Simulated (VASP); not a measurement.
HfBr:

```
Hf Br
1.0
     5.66305    0.00000    0.00000
     0.00000    5.66305    0.00000
     0.00000    0.00000    5.66305
Hf Br
4 4
Direct
  0.13400 0.13400 0.13400
  0.36600 0.86600 0.63400
  0.63400 0.36600 0.86600
  0.86600 0.63400 0.36600
  0.84450 0.84450 0.84450
  0.65550 0.15550 0.34450
  0.34450 0.65550 0.15550
  0.15550 0.34450 0.65550
```

* Program: VASP 6.6.1
* Task: relaxation of cell and atoms
* Functional: PBE
* Potentials or basis: VASP PAW PBE potentials, release 64 (Hf_pv, Br)
* Cutoff: 600 eV
* k mesh: 4 × 4 × 4
* Occupations: gaussian, width 0.1 eV
* Spin: no spin polarisation

At the start: pressure -5.1 GPa; volume 22.70 Å³/atom.

Where does the relaxation end?

Over 15 steps the energy falls by 64.0 meV/atom and the volume is 21.30 Å³/atom (-6.2 %); space group P2_13 (No. 198, to 0.1 Å) before and after.

Step by step:
```
step  energy change (eV)  largest force (eV/Å)  pressure (GPa)  volume (Å³)
   1              0.0000                0.3651           -5.07       181.61
   2             -0.2138                0.3284            2.44       163.39
   3             -0.2451                0.2413            0.17       167.82
   4             -0.2669                0.2462            0.19       167.71
   5             -0.3322                0.2503            0.31       167.37
   6             -0.4341                0.1962            0.68       166.70
   7             -0.4292                0.4150            2.51       165.35
   8             -0.4683                0.1580            1.30       166.08
   9             -0.4899                0.1763           -0.18       169.51
  10             -0.4907                0.1817           -0.51       170.33
  11             -0.5025                0.1200           -0.39       170.57
  12             -0.5100                0.0752           -0.12       170.97
  13             -0.5112                0.0619            0.12       170.52
  14             -0.5114                0.0538            0.27       170.25
  15             -0.5123                0.0323            0.19       170.42
```

Final structure:
```
CELL_PARAMETERS angstrom
5.54423 0.00000 0.00000
0.00000 5.54423 0.00000
0.00000 0.00000 5.54423
ATOMIC_POSITIONS crystal
Hf 0.15426 0.15426 0.15426
Hf 0.34574 0.84574 0.65426
Hf 0.65426 0.34574 0.84574
Hf 0.84574 0.65426 0.34574
Br 0.87388 0.87388 0.87388
Br 0.62612 0.12612 0.37388
Br 0.37388 0.62612 0.12612
Br 0.12612 0.37388 0.62612
```
